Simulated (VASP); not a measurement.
A run of VASP 6.6.1 is set up as follows.

Contents of INCAR:

```
SYSTEM = GaN
  PREC = Accurate
  ENCUT = 600
  EDIFF = 1E-6
  ISMEAR = 0
  SIGMA = 0.01
  LREAL = .FALSE.
  LASPH = .TRUE.
  NELM = 120
  ALGO = Normal
  ISIF = 2
  LWAVE = .FALSE.
  LCHARG = .FALSE.
  GGA = RE
  NBANDS = 16
  GGA_COMPAT = .FALSE.
```

Contents of KPOINTS:

```
Automatic mesh
0
G
  8 8 8
  0 0 0
```

Contents of POSCAR:

```
GaN
1.0
    0.0000000000      2.2535000000      2.2535000000
    2.2535000000      0.0000000000      2.2535000000
    2.2535000000      2.2535000000      0.0000000000
Ga N
1 1
Direct
    0.0000000000      0.0000000000      0.0000000000
    0.2500000000      0.2500000000      0.2500000000
```

Potentials or basis: VASP PAW PBE potentials, release 64 (Ga_d, N).

The run is started by

```console
$ cat potpaw_PBE.64/Ga_d/POTCAR potpaw_PBE.64/N/POTCAR > POTCAR
$ mpirun -np 1 vasp_std > vasp.out
```

(1) Estimate the band gap on the k mesh.

(2) Estimate the pressure.

Answers

(1) 1.76 eV.

(2) 7.8 GPa.

Caveat: the cell stands under pressure; the PAW data sets were made with another functional, which shifts forces and pressure a little.
